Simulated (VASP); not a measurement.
Here is a VASP 6.6.1 calculation.

File POSCAR:

```
SnTe
1.0
    0.0000000000      3.1851785863      3.1851785863
    3.1851785863      0.0000000000      3.1851785863
    3.1851785863      3.1851785863      0.0000000000
Sn Te
1 1
Direct
    0.0000000000      0.0000000000      0.0000000000
    0.5000000000      0.5000000000      0.5000000000
```

INCAR.step1

```
SYSTEM = SnTe
  PREC = Accurate
  ENCUT = 520
  ISMEAR = -1
  SIGMA = 0.08
  LREAL = .False.
  LASPH = .True.
  NELM = 80
  NBANDS = 17
  GGA = PE
  ALGO = Normal
  EDIFF = 1E-4
  LWAVE = .True.
  LCHARG = .False.
```

Contents of INCAR.step2:

```
SYSTEM = SnTe
  PREC = Accurate
  ENCUT = 520
  EDIFF = 1E-6
  ISMEAR = -1
  SIGMA = 0.08
  LREAL = .False.
  LASPH = .True.
  NELM = 80
  ALGO = Normal
  ISIF = 2
  LWAVE = .False.
  LCHARG = .True.
  METAGGA = R2SCAN
  LMIXTAU = .True.
  LELF = .True.
  LVHAR = .True.
  NBANDS = 17
  ISTART = 1
```

The input KPOINTS:

```
Automatic mesh
0
Gamma
  14 14 14
  0 0 0
```

Potentials or basis: VASP PAW PBE potentials, release 64 (Sn_d, Te).

Command:

```bash
$ cat potpaw_PBE.64/Sn_d/POTCAR potpaw_PBE.64/Te/POTCAR > POTCAR
$ cp INCAR.step1 INCAR
$ mpirun -np 1 vasp_std > vasp.out
$ cp INCAR.step2 INCAR
$ mpirun -np 1 vasp_std > vasp.out
```

(1) Estimate the pressure.

(2) Predict the band gap on the k mesh.

Answers

(1) 0.0 GPa.

(2) 0.13 eV, direct.

Caveat: the PAW data sets were made with another functional, which shifts forces and pressure a little; spin-orbit coupling is left out, which moves the levels of the heavy elements.
